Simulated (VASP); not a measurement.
Here is a VASP 6.6.1 calculation.

Contents of INCAR:

```
SYSTEM = Zn4HO4
PREC = Accurate
ENCUT = 520
EDIFF = 1E-7
ISMEAR = 0
SIGMA = 0.05
LREAL = .False.
LASPH = .True.
NELM = 80
ALGO = Normal
ISIF = 2
LWAVE = .False.
LCHARG = .False.
GGA = PS
NBANDS = 46
```

Contents of KPOINTS:

```
regular mesh
0
Gamma
  4 4 8
  0 0 0
```

The input POSCAR:

```
Zn4HO4
1.0
    5.5148137916      0.0000000000      0.0000000000
    0.0000000000      5.5148137916      0.0000000000
    0.0000000000      0.0000000000      3.2430062931
Zn O H
4 4 1
Direct
    0.1820657240      0.1820657240      0.5000000000
    0.8179342760      0.8179342760      0.5000000000
    0.6820657240      0.3179342760      0.0000000000
    0.3179342760      0.6820657240      0.0000000000
    0.8180023132      0.1819976868      0.5000000000
    0.1819976868      0.8180023132      0.5000000000
    0.6819976868      0.6819976868      0.0000000000
    0.3180023132      0.3180023132      0.0000000000
    1.0000405349     -0.3180023132      0.5000000000
```

Potentials or basis: VASP PAW PBE potentials, release 64 (Zn, O, H).

Run with:

```bash
$ cat potpaw_PBE.64/Zn/POTCAR potpaw_PBE.64/O/POTCAR potpaw_PBE.64/H/POTCAR > POTCAR
$ mpirun -np 1 vasp_std > vasp.out
```

(1) Predict the band gap on the k mesh.

(2) What does it give for the pressure?

Results:

(1) zero (an odd number of electrons rules out a gap without spin polarisation).

(2) 13.3 GPa.

Caveat: the PAW data sets were made with another functional, which shifts forces and pressure a little; an odd number of electrons without spin polarisation forces a metal; a magnetic or distorted state may lie lower.
